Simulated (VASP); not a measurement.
# Fe (R-3m) in VASP: single point with PBE

Aim: the single point of Fe with PBE.

Everything below comes from runs of VASP 6.6.1. Logs are shortened: lines on timing, memory, paths and dates and some standing lists are left out, and cuts for length are marked.

## Step 1: The cell of the first run

It takes space group R-3m (No. 166, trigonal). Conventional cell: a = 3.868 Å, b = 3.868 Å, c = 2.557 Å, α = 90.00°, β = 90.00°, γ = 120.00°. Fe (site symmetry -3m) has 14 Fe at 2.39 to 2.81 Å within 3.2 Å.

## Step 2: Single point, PBE, collinear spin, ferromagnetic start

Contents of INCAR:

```
ALGO     = Normal         # electronic algorithm
EDIFF    = 1E-6           # SCF threshold, eV
ENCUT    = 520            # plane-wave cutoff, eV
GGA      = PE             # functional
ISIF     = 2              # what is computed and relaxed
ISMEAR   = 0              # smearing method
ISPIN    = 2              # spin polarisation
ISYM     = 0            
LASPH    = T              # aspherical terms in the spheres
LCHARG   = T              # write CHGCAR
LELF     = T              # ELF
LMAXMIX  = 4              # l up to which the mixer works
LORBIT   = 11             # projections on sites
LREAL    = F              # projectors in reciprocal space
LVHAR    = T            
LWAVE    = F              # write WAVECAR
MAGMOM   = 2.44           # initial moments
NBANDS   = 14             # bands
NELM     = 150            # most SCF steps
PREC     = Accurate       # precision mode
SIGMA    = 0.1            # smearing width, eV
```

Contents of KPOINTS:

```
k-points
0
Gamma
  9 9 39
```

Contents of POSCAR:

```
Fe
1.0
    3.8679403904      0.0000000000      0.0000000000
   -1.9339701952      3.3497346384      0.0000000000
   -1.9339701952      1.1165782128      0.8523532254
Fe
1
Direct
    0.0000000000      0.0000000000      0.0000000000
```

Potentials or basis: VASP PAW PBE potentials, release 64 (Fe).

Started as:

```console
$ cat potpaw_PBE.64/Fe/POTCAR > POTCAR
$ mpirun -np 1 vasp_std > vasp.out
```

OUTCAR:

```text
EDIFF = 1E-6
   ENCUT = 520
   GGA = PE
   ISIF = 2
   ISMEAR = 0
   ISPIN = 2
   ISYM = 0
   LASPH = T
   LORBIT = 11
   LREAL = F
   NELM = 150
   PREC = Accurate

 ion  position               nearest neighbor table
   1  0.000  0.000  0.000-

IMPORTANT INFORMATION: All symmetrisations will be switched off!
NOSYMM: (Re-)initialisation of all symmetry stuff for point group C_1.

----------------------------------------------------------------------------------------

                                     Primitive cell

  volume of cell :      11.0436

  direct lattice vectors                    reciprocal lattice vectors
     3.867940390  0.000000000  0.000000000     0.258535525  0.149265555  0.391074174
    -1.933970195  3.349734638  0.000000000     0.000000000  0.298531110 -0.391074174
    -1.933970195  1.116578213  0.852353225     0.000000000  0.000000000  1.173222521

  length of vectors
     3.867940390  3.867940390  2.390291539     0.491995765  0.491995765  1.173222521

  position of ions in fractional coordinates (direct lattice)
     0.000000000  0.000000000  0.000000000

  ion indices of the primitive-cell ions
   primitive index   ion index
                 1           1

----------------------------------------------------------------------------------------

 KPOINTS: k-points

Automatic generation of k-mesh.
 Grid dimensions read from file:
 generate k-points for:    9    9   39

 Generating k-lattice:

  Cartesian coordinates                     Fractional coordinates (reciprocal lattice)
     0.028726169  0.016585062  0.043452686     0.111111111 -0.000000000  0.000000000
     0.000000000  0.033170123 -0.043452686     0.000000000  0.111111111 -0.000000000
     0.000000000  0.000000000  0.030082629     0.000000000  0.000000000  0.025641026

  Length of vectors
     0.054666196  0.054666196  0.030082629

  Shift w.r.t. Gamma in fractional coordinates (k-lattice)
     0.000000000  0.000000000  0.000000000

 -----------------------------------------------------------------------------
|                                                                             |
|           W    W    AA    RRRRR   N    N  II  N    N   GGGG   !!!           |
|           W    W   A  A   R    R  NN   N  II  NN   N  G    G  !!!           |
|           W    W  A    A  R    R  N N  N  II  N N  N  G       !!!           |
|           W WW W  AAAAAA  RRRRR   N  N N  II  N  N N  G  GGG   !            |
|           WW  WW  A    A  R   R   N   NN  II  N   NN  G    G                |
|           W    W  A    A  R    R  N    N  II  N    N   GGGG   !!!           |
|                                                                             |
|     Your reciprocal lattice and k-lattice belong to different lattice       |
|     classes:                                                                |
|                                                                             |
|        The reciprocal lattice is rhombohedral (trigonal),                   |
|        whereas your k-lattice is base-centered monoclinic.                  |
|                                                                             |
|     Results are often still useful ...                                      |
|                                                                             |
 -----------------------------------------------------------------------------

 WARNING: IBZKPT: internal override: KBLOWUP is changed to .FALSE.
      ... skipping the blow-up phase ...

 Subroutine IBZKPT returns following result:
 ===========================================

 Found   1580 irreducible k-points:

 Following reciprocal coordinates:
            Coordinates               Weight
  0.000000  0.000000  0.000000      1.000000
  0.111111  0.000000  0.000000      2.000000
  0.222222  0.000000  0.000000      2.000000
  0.333333  0.000000  0.000000      2.000000
  0.444444  0.000000  0.000000      2.000000
  0.000000  0.111111  0.000000      2.000000
[... 16 lines left out ...]
 -0.111111  0.222222  0.000000      2.000000
  0.000000  0.333333  0.000000      2.000000
 [... further k-points ...]
   k-points           NKPTS =   1580   k-points in BZ     NKDIM =   1580   number of bands    NBANDS=     14
   number of dos      NEDOS =    301   number of ions     NIONS =      1
   total plane-waves  NPLWV =  16200
   dimension x,y,z NGX =    30 NGY =   30 NGZ =   18
   dimension x,y,z NGXF=    60 NGYF=   60 NGZF=   36
   ions per type =               1
   NGX,Y,Z   is equivalent  to a cutoff of  12.89, 12.89, 12.52 a.u.
   NGXF,Y,Z  is equivalent  to a cutoff of  25.79, 25.79, 25.04 a.u.
 SYSTEM =  unknown system
   PREC   = accura    normal or accurate (medium, high low for compatibility)
   ISTART =      0    job   : 0-new  1-cont  2-samecut
   ICHARG =      2    charge: 1-file 2-atom 10-const
   ISPIN  =      2    spin polarized calculation?
   LNONCOLLINEAR =      F non collinear calculations
   LSORBIT =      F    spin-orbit coupling
   LASPH  =      T    aspherical Exc in radial PAW
   ENCUT  =  520.0 eV  38.22 Ry    6.18 a.u.   7.19  7.19  4.44*2*pi/ulx,y,z
   NELM   =    150;   NELMIN=  2; NELMDL= -5     # of ELM steps
   EDIFF  = 0.1E-05   stopping-criterion for ELM
   LREAL  =      F    real-space projection
   EDIFFG = 0.1E-04   stopping-criterion for IOM
   NSW    =      0    number of steps for IOM
   IBRION =     -1    ionic relax: 0-MD 1-quasi-New 2-CG
   NFREE  =      0    steps in history (QN), initial steepest desc. (CG)
   ISIF   =      2    stress and relaxation
   ISYM   =      0    0-nonsym 1-usesym 2-fastsym
   POTIM  = 0.5000    time-step for ionic-motion
   TEBEG  =    0.0;   TEEND  =   0.0 temperature during run
   PSTRESS=    0.0 pullay stress
   NELECT =       8.0000    total number of electrons
   NUPDOWN=      -1.0000    fix difference up-down
   EMIN   =  10.00;   EMAX   =-10.00  energy-range for DOS
   EFERMI =   0.00;   METHOD = LEGACY
   ISMEAR =     0;   SIGMA  =   0.10  broadening in eV -4-tet -1-fermi 0-gaus
   EFERMI_NEDOS =   21; number of points for ismear=-14 and -15
   IALGO  =     38    algorithm
   IMIX   =      4    mixing-type and parameters
     AMIX     =   0.40;   BMIX     =  1.00
     AMIX_MAG =   1.60;   BMIX_MAG =  1.00
  volume/ion in A,a.u.               =      11.04        74.53
  Fermi-wavevector in a.u.,A,eV,Ry     =   1.470285  2.778436 29.412236  2.161738
  Thomas-Fermi vector in A             =   2.585560
   LORBIT       =     11    0 simple, 1 ext, 2 COOP (PROOUT), +10 PAW based schemes
   GGA     = PE    functional components
   LHFCALC =     F    Hartree Fock is set to
   AEXX    =    0.0000 exact exchange contribution
   IVDW    =     0    specifies the selected vdW correction
   LEPSILON=     F    determine dielectric tensor
   LRPA    =     F    only Hartree local field effects (RPA)
 spin polarized calculation
 Gauss-broadening in eV      SIGMA  =   0.10
  energy-cutoff  :      520.00
  volume of cell :       11.04
 maximum number of plane-waves:       309
 NGX is ok and might be reduce to    30
   NGX = 15   NGY = 15   NGZ =  9

 number of electron       7.9999999 magnetization       2.1881484

 Free energy of the ion-electron system (eV)
  ---------------------------------------------------
  ext. energy  EPLUGINS =         0.00000000
  ---------------------------------------------------
  free energy    TOTEN  =        -8.21379741 eV

  energy without entropy =       -8.20945813  energy(sigma->0) =       -8.21162777

 E-fermi :   6.1515     XC(G=0): -13.2724

 val. band max:        6.1507881583   @ k =  -0.3333  -0.4444   0.4359
 cond. band min:       6.1516701434   @ k =  -0.4444   0.2222   0.1026
 fundamental gap:      0.0008819850
 Fermi energy:         6.1515116722

 spin component 1

 k-point     1 :       0.0000    0.0000    0.0000
  band No.  band energies     occupation
      1      -2.4797      1.00000
      2       3.5186      1.00000
      3       3.5191      1.00000
      4       4.1196      1.00000
      5       5.0992      1.00000
      6       5.0996      1.00000
      7      30.5444      0.00000
      8      30.5448      0.00000
      9      32.9597      0.00000
     10      36.0540      0.00000
     11      36.0547      0.00000
     12      37.6190      0.00000
     13      38.7264      0.00000
     14      40.1878      0.00000

 k-point     2 :       0.1111    0.0000    0.0000
  band No.  band energies     occupation
      1      -1.9895      1.00000
      2       3.4085      1.00000
      3       3.5550      1.00000
      4       4.2730      1.00000
      5       5.0274      1.00000
      6       5.1112      1.00000
      7      27.6464      0.00000
      8      30.0228      0.00000
      9      32.2261      0.00000
     10      34.4276      0.00000
     11      36.3650      0.00000
     12      36.6346      0.00000
     13      39.1304      0.00000
     14      40.3775      0.00000
[... 343 lines left out ...]
      1       0.3248      1.00000
      2       2.9790      1.00000
      3       3.2867      1.00000
      4       4.9364      1.00000
      5       5.3380      1.00000
      6       5.5880      1.00000
      7      20.5957      0.00000
      8      24.2802      0.00000
      9      28.5245      0.00000
     10      32.8109      0.00000
     11      37.4926      0.00000
     12      38.6335      0.00000
     13      44.8441      0.00000
     14      45.0819      0.00000

 k-point    24 :       0.0000    0.3333    0.0000
  band No.  band energies     occupation
      1       0.6838      1.00000
      2       2.8005      1.00000
      3       3.9448      1.00000
      4       5.1232      1.00000
      5       5.2644      1.00000
      6       5.6925      1.00000
      7      17.6936      0.00000
      8      26.4874      0.00000
      9      29.0718      0.00000
     10      30.7640      0.00000
     11      34.4698      0.00000
     12      41.0339      0.00000
     13      42.5288      0.00000
     14      47.3504      0.00000

 [... further k-points ...]

 spin component 2

 k-point     1 :       0.0000    0.0000    0.0000
  band No.  band energies     occupation
      1      -2.2942      1.00000
      2       5.3033      1.00000
      3       5.3040      1.00000
      4       6.2929      0.02281
      5       7.8378      0.00000
      6       7.8391      0.00000
      7      30.3470      0.00000
      8      30.3473      0.00000
      9      32.7698      0.00000
     10      36.3514      0.00000
     11      36.3526      0.00000
     12      38.7616      0.00000
     13      39.4334      0.00000
     14      40.7550      0.00000

 k-point     2 :       0.1111    0.0000    0.0000
  band No.  band energies     occupation
      1      -1.8001      1.00000
      2       5.1708      1.00000
      3       5.3391      1.00000
      4       6.4444      0.00002
      5       7.7308      0.00000
      6       7.8541      0.00000
      7      27.8547      0.00000
      8      29.9904      0.00000
      9      32.1682      0.00000
     10      35.2655      0.00000
     11      36.5397      0.00000
     12      37.2101      0.00000
     13      39.4372      0.00000
     14      41.0560      0.00000
[... 343 lines left out ...]
      1       0.6721      1.00000
      2       4.6390      1.00000
      3       4.8689      1.00000
      4       7.5083      0.00000
      5       7.7780      0.00000
      6       8.1703      0.00000
      7      21.3008      0.00000
      8      24.7453      0.00000
      9      29.1289      0.00000
     10      32.9718      0.00000
     11      37.7815      0.00000
     12      39.0643      0.00000
     13      45.1040      0.00000
     14      45.3864      0.00000

 k-point    24 :       0.0000    0.3333    0.0000
  band No.  band energies     occupation
      1       1.2778      1.00000
      2       4.4611      1.00000
      3       5.1817      1.00000
      4       7.6878      0.00000
      5       7.9451      0.00000
      6       8.0473      0.00000
      7      18.5977      0.00000
      8      26.6117      0.00000
      9      29.7813      0.00000
     10      31.1155      0.00000
     11      35.0664      0.00000
     12      41.1743      0.00000
     13      42.7651      0.00000
     14      47.7654      0.00000

 [... further k-points ...]

------------------------ aborting loop because EDIFF is reached ----------------------------------------

  FORCE on cell =-STRESS in cart. coord.  units (eV):
  Direction    XX          YY          ZZ          XY          YZ          ZX
  --------------------------------------------------------------------------------------
  -------------------------------------------------------------------------------------
  Total        0.8333298      0.8316925     -0.0967417     -0.0014181      0.0016181     -0.0028029
  in kB      120.8976096    120.6600717    -14.0350653     -0.2057329      0.2347522     -0.4066416
  external PRESSURE =      75.8408720 kB  Pullay stress =       0.0000000 kB

 VOLUME and BASIS-vectors are now :
 -----------------------------------------------------------------------------
  energy-cutoff  :      520.00
  volume of cell :       11.04
      direct lattice vectors                 reciprocal lattice vectors
     3.867940390  0.000000000  0.000000000     0.258535525  0.149265555  0.391074174
    -1.933970195  3.349734638  0.000000000     0.000000000  0.298531110 -0.391074174
    -1.933970195  1.116578213  0.852353225     0.000000000  0.000000000  1.173222521

 POSITION                                       TOTAL-FORCE (eV/Angst)
 -----------------------------------------------------------------------------------
      0.00000      0.00000      0.00000        -0.000000      0.000000     -0.000000
 -----------------------------------------------------------------------------------
    total drift:                               -0.000000      0.000000     -0.000000

  FREE ENERGIE OF THE ION-ELECTRON SYSTEM (eV)
  ---------------------------------------------------
  free  energy   TOTEN  =        -8.2137974085 eV

  energy  without entropy=       -8.2094581303  energy(sigma->0) =       -8.21162777

 total charge

# of ion       s       p       d       tot
------------------------------------------
    1        0.502   0.567   6.269   7.338

 magnetization (x)

# of ion       s       p       d       tot
------------------------------------------
    1       -0.013  -0.054   2.246   2.180
```

It took 11 min on 1 thread of Intel Xeon 6975P-C, shared host; peak memory 0.47 GiB.

What came out:

```yaml
Free_energy: -8.2138 eV
Pressure: 7.6 GPa
Net_moment: 2.19 μB per cell
Site_moments: Fe +2.18 μB
Valence_electrons_inside_the_program's_atomic_spheres: Fe 7.34
```
